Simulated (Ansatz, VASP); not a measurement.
**Two plane-wave programs on NaSnCl3**

```
Na Sn Cl
1.0
     5.30689    0.00000    0.00000
     0.00000    5.30689    0.00000
     0.00000    0.00000    5.60297
Na Sn Cl
1 1 3
Direct
  0.00000 0.00000 0.00000
  0.50000 0.50000 0.50000
  0.50000 0.50000 0.00000
  0.50000 0.00000 0.50000
  0.00000 0.50000 0.50000
```

Change from the starting cell: epitaxial_xy strain -4.0%.

Alike in both runs: task single point; functional PBE; k mesh 6 × 6 × 6; occupations fermi-dirac, width 0.02 eV; no spin polarisation.

|  | VASP | Ansatz |
| --- | --- | --- |
| version | VASP 6.6.1 | Ansatz 0.2.0 |
| potentials or method | VASP PAW PBE potentials, release 64 (Na_pv, Sn_d, Cl) | plane waves, PAW |
| plane-wave cutoff (eV) | 520 | 420 |
| valence electrons in the cell | 42 | 44 |

```tsv
	VASP	Ansatz	Ansatz less VASP
pressure (GPa)	2.5	2.5	+0.04
traceless stress, the component that is largest in VASP (GPa)	-2.08	-2.07	+0.005
```

With one functional, cell and mesh, what is left measures potentials, basis and numerics. VASP's potentials hold 42 valence electrons a cell and Ansatz's 44, so a difference there can come from the potentials and not from the codes.
